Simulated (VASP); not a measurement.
# Zn8O6F (a cell with a defect) in VASP: further runs

The runs below take Zn8O6F (a cell with a defect) through single point, with PBE+D3(BJ).

All numbers are computed with VASP 6.6.1; they aren't measurements. Logs are shortened: lines on timing, memory, paths and dates and some standing lists are left out, and cuts for length are marked.

### 1 The cell of the first run

The cell holds a defect, 15 atoms: a = 6.499 Å, b = 5.628 Å, c = 5.205 Å, α = 90.00°, β = 90.00°, γ = 90.00°.

### 2 Single point, PBE+D3(BJ)

Input file INCAR:

```
PREC = Accurate ; ENCUT = 520
EDIFF = 1E-6 ; ISMEAR = -1
SIGMA = 0.05 ; LREAL = Auto
LASPH = True ; NELM = 100
ALGO = Normal ; ISIF = 2
LWAVE = False ; LCHARG = False
GGA = PE ; IVDW = 12
NELECT = 138.0 ; NBANDS = 82
```

Input file KPOINTS:

```
regular mesh
0
Gamma
  2 3 3
```

Input file POSCAR:

```
Zn8O6F
1.0
   -3.2494000000     -5.6281260000      0.0000000000
    4.8741000000     -2.8140630000      0.0000000000
    0.0000000000      0.0000000000      5.2054000000
Zn O F
8 6 1
Direct
    0.5231906180      0.3459376283      0.0044724709
    0.4991900510      0.6755255640      0.4949780997
    0.2464651374      0.8046970348      0.0071694778
    0.2178495475      0.1894407828      0.4509933915
   -0.0180948545      0.3463085656      0.0740600146
    0.0016294762      0.6368976468      0.4948774350
    0.7556531671      0.8357498618     -0.0026651170
    0.7616852547      0.1684540873      0.4976403350
    0.4970854843      0.3294952038      0.3829719138
    0.5014909953      0.6712502493      0.8778224536
    0.2412030658      0.8431967423      0.3835853152
   -0.0001543303      0.6475223157      0.8769306874
    0.7591233227      0.8310923708      0.3820534445
    0.7654405828      0.1720302476      0.8800670458
    0.2482422719      0.1690684307      0.8711432359
```

Potentials or basis: VASP PAW PBE potentials, release 64 (Zn, O, F).

Launch:

```console
cat potpaw_PBE.64/Zn/POTCAR potpaw_PBE.64/O/POTCAR potpaw_PBE.64/F/POTCAR > POTCAR
mpirun -np 1 vasp_std > vasp.out
```

OUTCAR:

```text
PREC = Accurate
   ENCUT = 520
   EDIFF = 1E-6
   ISMEAR = -1
   LREAL = Auto
   LASPH = True
   NELM = 100
   ISIF = 2
   GGA = PE
   IVDW = 12
   NELECT = 138.0
 IVDW          = 12

 ion  position               nearest neighbor table
   1  0.523  0.346  0.004-  10 1.95  14 1.96   9 1.98  15 2.16   5 3.00
   2  0.499  0.676  0.495-  13 1.99  10 1.99  11 2.01   9 2.03
   3  0.246  0.805  0.007-  10 1.94  12 1.95  11 1.97  15 2.17
   4  0.218  0.189  0.451-  11 1.99   9 2.01  15 2.20   5 2.64   6 2.89   8 2.98
   5  0.982  0.346  0.074-  12 1.99  14 1.99  15 2.26   4 2.64   6 2.74   8 2.81   1 3.00
   6  0.002  0.637  0.495-  12 1.99  13 2.01  11 2.03   5 2.74   4 2.89
   7  0.756  0.836  0.997-  14 1.99  10 1.99  13 2.00  12 2.01
   8  0.762  0.168  0.498-  14 1.99  13 1.99   9 2.03   5 2.81   4 2.98
   9  0.497  0.329  0.383-   1 1.98   4 2.01   2 2.03   8 2.03
  10  0.501  0.671  0.878-   3 1.94   1 1.95   2 1.99   7 1.99
  11  0.241  0.843  0.384-   3 1.97   4 1.99   2 2.01   6 2.03
  12  1.000  0.648  0.877-   3 1.95   5 1.99   6 1.99   7 2.01
  13  0.759  0.831  0.382-   2 1.99   8 1.99   7 2.00   6 2.01
  14  0.765  0.172  0.880-   1 1.96   7 1.99   5 1.99   8 1.99
  15  0.248  0.169  0.871-   1 2.16   3 2.17   4 2.20   5 2.26

  LATTYP: Found a simple orthorhombic cell.
 ALAT       =     5.2054000000
 B/A-ratio  =     1.0812091137
 C/A-ratio  =     1.2484727575

  Lattice vectors:

 A1 = (   0.0000000000,   0.0000000000,  -5.2054000000)
 A2 = (   4.8741000000,  -2.8140630000,   0.0000000000)
 A3 = (  -3.2494000000,  -5.6281260000,   0.0000000000)

Analysis of symmetry for initial positions (statically):
=====================================================================
 Subroutine PRICEL returns:
 Original cell was already a primitive cell.

 Routine SETGRP: Setting up the symmetry group for a
 simple orthorhombic supercell.

 Subroutine GETGRP returns: Found  1 space group operations
 (whereof  1 operations were pure point group operations)
 out of a pool of  8 trial point group operations.

The static configuration has the point symmetry C_1 .

Analysis of symmetry for dynamics (positions and initial velocities):
=====================================================================
 Subroutine PRICEL returns:
 Original cell was already a primitive cell.

 Routine SETGRP: Setting up the symmetry group for a
 simple orthorhombic supercell.

 Subroutine GETGRP returns: Found  1 space group operations
 (whereof  1 operations were pure point group operations)
 out of a pool of  8 trial point group operations.

The dynamic configuration has the point symmetry C_1 .

 Subroutine INISYM returns: Found  1 space group operations
 (whereof  1 operations are pure point group operations),
 and found     1 'primitive' translations

----------------------------------------------------------------------------------------

                                     Primitive cell

  volume of cell :     190.3931

  direct lattice vectors                    reciprocal lattice vectors
    -3.249400000 -5.628126000  0.000000000    -0.076937281 -0.133259277  0.000000000
     4.874100000 -2.814063000  0.000000000     0.153874561 -0.088839518  0.000000000
     0.000000000  0.000000000  5.205400000     0.000000000  0.000000000  0.192108195

  length of vectors
     6.498800092  5.628125921  5.205400000     0.153874559  0.177679038  0.192108195

  position of ions in fractional coordinates (direct lattice)
     0.523190618  0.345937628  0.004472471
     0.499190051  0.675525564  0.494978100
     0.246465137  0.804697035  0.007169478
     0.217849548  0.189440783  0.450993391
     0.981905146  0.346308566  0.074060015
     0.001629476  0.636897647  0.494877435
     0.755653167  0.835749862  0.997334883
     0.761685255  0.168454087  0.497640335
     0.497085484  0.329495204  0.382971914
     0.501490995  0.671250249  0.877822454
     0.241203066  0.843196742  0.383585315
     0.999845670  0.647522316  0.876930687
     0.759123323  0.831092371  0.382053445
     0.765440583  0.172030248  0.880067046
     0.248242272  0.169068431  0.871143236

  ion indices of the primitive-cell ions
   primitive index   ion index
                 1           1
                 2           2
[... 26 lines left out ...]
     0.051291520 -0.029613173  0.000000000     0.000000000  0.333333333  0.000000000
     0.000000000  0.000000000  0.064036065     0.000000000  0.000000000  0.333333333

  Length of vectors
     0.076937280  0.059226346  0.064036065

  Shift w.r.t. Gamma in fractional coordinates (k-lattice)
     0.000000000  0.000000000  0.000000000

 Subroutine IBZKPT returns following result:
 ===========================================

 Found     10 irreducible k-points:

 Following reciprocal coordinates:
            Coordinates               Weight
  0.000000  0.000000  0.000000      1.000000
  0.500000  0.000000  0.000000      1.000000
  0.000000  0.333333  0.000000      2.000000
  0.500000  0.333333  0.000000      2.000000
  0.000000  0.000000  0.333333      2.000000
  0.500000  0.000000  0.333333      2.000000
  0.000000  0.333333  0.333333      2.000000
  0.000000 -0.333333  0.333333      2.000000
  0.500000  0.333333  0.333333      2.000000
  0.500000 -0.333333  0.333333      2.000000
   k-points           NKPTS =     10   k-points in BZ     NKDIM =     10   number of bands    NBANDS=     82
   number of dos      NEDOS =    301   number of ions     NIONS =     15
   total plane-waves  NPLWV =  80640
   dimension x,y,z NGX =    48 NGY =   42 NGZ =   40
   dimension x,y,z NGXF=    96 NGYF=   84 NGZF=   80
   ions per type =               8   6   1
   NGX,Y,Z   is equivalent  to a cutoff of  12.28, 12.41, 12.77 a.u.
   NGXF,Y,Z  is equivalent  to a cutoff of  24.56, 24.81, 25.55 a.u.
 SYSTEM =  unknown system
   PREC   = accura    normal or accurate (medium, high low for compatibility)
   ISTART =      0    job   : 0-new  1-cont  2-samecut
   ICHARG =      2    charge: 1-file 2-atom 10-const
   ISPIN  =      1    spin polarized calculation?
   LNONCOLLINEAR =      F non collinear calculations
   LSORBIT =      F    spin-orbit coupling
   LASPH  =      T    aspherical Exc in radial PAW
   ENCUT  =  520.0 eV  38.22 Ry    6.18 a.u.  12.08 10.46  9.68*2*pi/ulx,y,z
   NELM   =    100;   NELMIN=  2; NELMDL= -5     # of ELM steps
   EDIFF  = 0.1E-05   stopping-criterion for ELM
   LREAL  =      T    real-space projection
   EDIFFG = 0.1E-04   stopping-criterion for IOM
   NSW    =      0    number of steps for IOM
   IBRION =     -1    ionic relax: 0-MD 1-quasi-New 2-CG
   NFREE  =      0    steps in history (QN), initial steepest desc. (CG)
   ISIF   =      2    stress and relaxation
   ISYM   =      2    0-nonsym 1-usesym 2-fastsym
   POTIM  = 0.5000    time-step for ionic-motion
   TEBEG  =    0.0;   TEEND  =   0.0 temperature during run
   PSTRESS=    0.0 pullay stress
   NELECT =     138.0000    total number of electrons
   NUPDOWN=      -1.0000    fix difference up-down
   EMIN   =  10.00;   EMAX   =-10.00  energy-range for DOS
   EFERMI =   0.00;   METHOD = LEGACY
   ISMEAR =    -1;   SIGMA  =   0.05  broadening in eV -4-tet -1-fermi 0-gaus
   EFERMI_NEDOS =   21; number of points for ismear=-14 and -15
   IALGO  =     38    algorithm
   IMIX   =      4    mixing-type and parameters
     AMIX     =   0.40;   BMIX     =  1.00
     AMIX_MAG =   1.60;   BMIX_MAG =  1.00
  volume/ion in A,a.u.               =      12.69        85.66
  Fermi-wavevector in a.u.,A,eV,Ry     =   1.470565  2.778964 29.423426  2.162561
  Thomas-Fermi vector in A             =   2.585806
   LORBIT       =      0    0 simple, 1 ext, 2 COOP (PROOUT), +10 PAW based schemes
   GGA     = PE    functional components
   LHFCALC =     F    Hartree Fock is set to
   AEXX    =    0.0000 exact exchange contribution
   IVDW    =    12    specifies the selected vdW correction
   LEPSILON=     F    determine dielectric tensor
   LRPA    =     F    only Hartree local field effects (RPA)
 non-spin polarized calculation
  energy-cutoff  :      520.00
  volume of cell :      190.39
 maximum number of plane-waves:      5148
   NGX = 25   NGY = 21   NGZ = 19

 number of electron     138.0000034 magnetization

 Free energy of the ion-electron system (eV)
  ---------------------------------------------------
  ext. energy  EPLUGINS =         0.00000000
  ---------------------------------------------------
  free energy    TOTEN  =       -62.49175127 eV

  energy without entropy =      -62.49175116  energy(sigma->0) =      -62.49175122

 E-fermi :   1.6774     XC(G=0): -10.6417

 val. band max:        0.8846613060   @ k =   0.5000   0.0000   0.0000
 cond. band min:       2.3894042049   @ k =   0.5000   0.0000   0.0000
 fundamental gap:      1.5047428989
 Fermi energy:         1.6773775438

 k-point     1 :       0.0000    0.0000    0.0000
  band No.  band energies     occupation
      1     -22.1341      2.00000
      2     -16.8758      2.00000
      3     -16.4429      2.00000
      4     -16.3753      2.00000
      5     -16.2665      2.00000
      6     -16.1313      2.00000
[... 829 lines left out ...]
     80       9.1930      0.00000
     81       9.6507      0.00000
 [bands above 81 left out]

------------------------ aborting loop because EDIFF is reached ----------------------------------------

 Edisp (eV)   -3.32692

 E8    (eV) :    -1.2703

  FORCE on cell =-STRESS in cart. coord.  units (eV):
  Direction    XX          YY          ZZ          XY          YZ          ZX
  --------------------------------------------------------------------------------------
  -------------------------------------------------------------------------------------
  Total     -10.33635    -9.29125    -8.96973     0.13001     0.27012     0.16840
  in kB     -86.98143   -78.18682   -75.48121     1.09402     2.27310     1.41706
  external pressure =      -80.22 kB  Pullay stress =        0.00 kB

 VOLUME and BASIS-vectors are now :
 -----------------------------------------------------------------------------
  energy-cutoff  :      520.00
  volume of cell :      190.39
      direct lattice vectors                 reciprocal lattice vectors
    -3.249400000 -5.628126000  0.000000000    -0.076937281 -0.133259277  0.000000000
     4.874100000 -2.814063000  0.000000000     0.153874561 -0.088839518  0.000000000
     0.000000000  0.000000000  5.205400000     0.000000000  0.000000000  0.192108195

 POSITION                                       TOTAL-FORCE (eV/Angst)
 -----------------------------------------------------------------------------------
     -0.01392     -3.91807      0.02328        -0.006712      0.027317     -0.011065
      1.67051     -4.71048      2.57656        -0.000565     -0.001599     -0.002352
      3.12131     -3.65160      0.03732         0.021089     -0.015279     -0.014322
      0.21547     -1.75918      2.34760         0.044377      0.010873      0.018788
     -1.50266     -6.50082      0.38551        -0.017289     -0.005693      0.044595
      3.09901     -1.80144      2.57604        -0.042064      0.020926     -0.021110
      1.61811     -6.60476      5.19153        -0.002617      0.001513     -0.000992
     -1.65396     -4.76090      2.59042         0.006831     -0.032870     -0.015173
     -0.00924     -3.72488      1.99352         0.007523      0.001691      0.016330
      1.64220     -4.71139      4.56942         0.003908     -0.012354     -0.009479
      3.32606     -3.73033      1.99671         0.007010      0.008808      0.009309
     -0.09281     -7.44943      4.56478        -0.003150      0.011518     -0.003477
      1.58413     -6.61119      1.98874        -0.011248     -0.006085     -0.008605
     -1.64873     -4.79210      4.58110        -0.017013     -0.006135     -0.003764
      0.01742     -1.87291      4.53465         0.009919     -0.002631      0.001317
 -----------------------------------------------------------------------------------
    total drift:                                0.007852      0.000666     -0.008932

  FREE ENERGIE OF THE ION-ELECTRON SYSTEM (eV)
  ---------------------------------------------------
  free  energy   TOTEN  =       -65.8186681558 eV

  energy  without entropy=      -65.8186680368  energy(sigma->0) =      -65.81866810
```

Wall time 2.7 min (1 thread of Intel Xeon 6975P-C (Granite Rapids), shared host); peak memory 0.32 GiB.

Results:

| Item | Value |
| --- | --- |
| Free energy | -65.8187 eV |
| Largest force | 0.052 eV/Å |
| Dispersion energy per atom | -0.222 eV |

Forces in eV/Å, atoms in the order of the input:
```
Zn  -0.007  0.027 -0.011
Zn  -0.001 -0.002 -0.002
Zn   0.021 -0.015 -0.014
Zn   0.044  0.011  0.019
Zn  -0.017 -0.006  0.045
Zn  -0.042  0.021 -0.021
Zn  -0.003  0.002 -0.001
Zn   0.007 -0.033 -0.015
O    0.008  0.002  0.016
O    0.004 -0.012 -0.009
O    0.007  0.009  0.009
O   -0.003  0.012 -0.003
O   -0.011 -0.006 -0.009
O   -0.017 -0.006 -0.004
F    0.010 -0.003  0.001
```

Caveat: the k points lie up to 0.48 Å⁻¹ apart; the cell carries a net charge on a neutralising background, which shifts energy and pressure; the cell is charged against a uniform background, so pressure and absolute levels hang on convention.

### 3 Single point, PBE+D3(BJ)

Input file INCAR:

```
SYSTEM = Zn8O6F
PREC = Accurate ; ENCUT = 520
EDIFF = 1E-6 ; ISMEAR = -1
SIGMA = 0.05 ; LREAL = Auto
LASPH = .True. ; NELM = 80
ALGO = Normal ; ISIF = 2
LWAVE = .False. ; LCHARG = .True.
GGA = PE ; IVDW = 12
LELF = .True. ; LVHAR = .True.
NBANDS = 82 ; NELECT = 138.0
```

Input file KPOINTS:

```
regular mesh
0
Gamma
  2 3 3
  0 0 0
```

Input file POSCAR:

```
Zn8O6F
1.0
   -3.2494000000     -5.6281260000      0.0000000000
    4.8741000000     -2.8140630000      0.0000000000
    0.0000000000      0.0000000000      5.2054000000
Zn O F
8 6 1
Direct
    0.4863569969      0.3368181666     -0.0069352980
    0.5026676222      0.6627482349      0.5041174550
    0.2416146261      0.8648631678     -0.0098626426
    0.2858456488      0.1441999244      0.4967141814
    0.0368189327      0.3081755483     -0.0464394667
    0.0043850160      0.6947419362      0.5218903446
    0.7461304247      0.8305784047      0.0028514619
    0.7345799175      0.1474489616      0.5206462520
    0.5105211222      0.3336612573      0.3771892650
    0.4884000069      0.6751829020      0.8835447804
    0.2525898504      0.8264987300      0.3742759442
    0.0013141702      0.6565782944      0.8978608752
    0.7542358611      0.8281970019      0.3844832290
    0.7524443760      0.1739631430      0.8976311138
    0.0225654042      0.3178034969      0.4957156030
```

Potentials or basis: VASP PAW PBE potentials, release 64 (Zn, O, F).

Launch:

```console
cat potpaw_PBE.64/Zn/POTCAR potpaw_PBE.64/O/POTCAR potpaw_PBE.64/F/POTCAR > POTCAR
mpirun -np 1 vasp_std > vasp.out
```

Wall time 2.2 min (1 thread of Intel Xeon 6975P-C (Granite Rapids), shared host); peak memory 0.32 GiB.

The run converged. Its results:

- Free energy: -65.2159 eV
- Largest force: 0.930 eV/Å
- Dispersion energy per atom: -0.222 eV

Forces in eV/Å, atoms in the order of the input:
```
Zn  -0.054  0.261 -0.058
Zn  -0.013 -0.006  0.038
Zn   0.242 -0.222 -0.065
Zn  -0.252 -0.122  0.624
Zn  -0.208 -0.138 -0.217
Zn   0.022  0.007  0.059
Zn  -0.081  0.020  0.030
Zn   0.011  0.012  0.046
O    0.029 -0.015 -0.010
O   -0.044  0.027  0.047
O   -0.040  0.027 -0.012
O   -0.084 -0.083  0.111
O    0.004  0.017  0.028
O   -0.055 -0.047  0.101
F    0.525  0.262 -0.721
```

Levels at points of the mesh, in eV from the Fermi level:
```csv
k point,band 67,band 68,band 69,band 70,band 71,band 72
"(0.00, 0.00, 0.00)",-1.58,-1.43,-1.29,1.84,2.63,3.23
"(0.50, 0.00, 0.00)",-1.54,-1.50,-0.71,0.58,3.10,3.61
```

Caveat: the k points lie up to 0.48 Å⁻¹ apart; the cell carries a net charge on a neutralising background, which shifts energy and pressure; the cell is charged against a uniform background, so pressure and absolute levels hang on convention.
